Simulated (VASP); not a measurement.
# PbO: single point with PBE

PbO:

```
CELL_PARAMETERS angstrom
4.26033 0.00000 0.00000
-2.13016 3.68955 0.00000
0.00000 0.00000 5.27676
ATOMIC_POSITIONS crystal
Pb 0.33333 0.66667 0.25000
Pb 0.66667 0.33333 0.75000
O 0.66667 0.33333 0.25000
O 0.33333 0.66667 0.75000
```

```
Program             : VASP 6.6.1
Task                : single point
Functional          : PBE
Potentials or basis : VASP PAW PBE potentials, release 64 (Pb_d, O)
Cutoff              : 520 eV
k mesh              : 6 × 6 × 4
Occupations         : gaussian, width 0.01 eV
Spin                : no spin polarisation
```

* Pressure: 2.4 GPa
* Band gap on the k mesh: 1.28 eV, direct

Stress tensor (GPa, compression positive):
```
2.32 0.00 0.00
0.00 2.32 0.00
0.00 0.00 2.46
```

Levels at points of the mesh, in eV from the valence-band top:
| k point | band 17 | band 18 | band 19 | band 20 | band 21 | band 22 | band 23 | band 24 |
| --- | --- | --- | --- | --- | --- | --- | --- | --- |
| (0.00, 0.00, 0.00) | -3.37 | -2.53 | -2.53 | -2.53 | 3.88 | 4.14 | 4.14 | 4.80 |
| (0.50, 0.00, 0.00) | -3.27 | -2.96 | -1.78 | -1.30 | 1.83 | 3.94 | 4.51 | 4.66 |
| (0.00, 0.00, 0.50) | -2.90 | -2.90 | -1.50 | -1.50 | 3.24 | 3.24 | 4.11 | 4.11 |
| (0.50, 0.00, 0.50) | -2.62 | -2.62 | -0.71 | -0.71 | 1.39 | 1.39 | 4.22 | 4.22 |

Run time: 38 s on 1 thread of Intel(R) Xeon(R) Platinum 8488C (Sapphire Rapids) (shared host), peak memory 0.2 GiB.

Caveat: spin-orbit coupling is left out, which moves the levels of the heavy elements. Expect the measured gap to be larger: semilocal functionals such as PBE lack the derivative discontinuity.
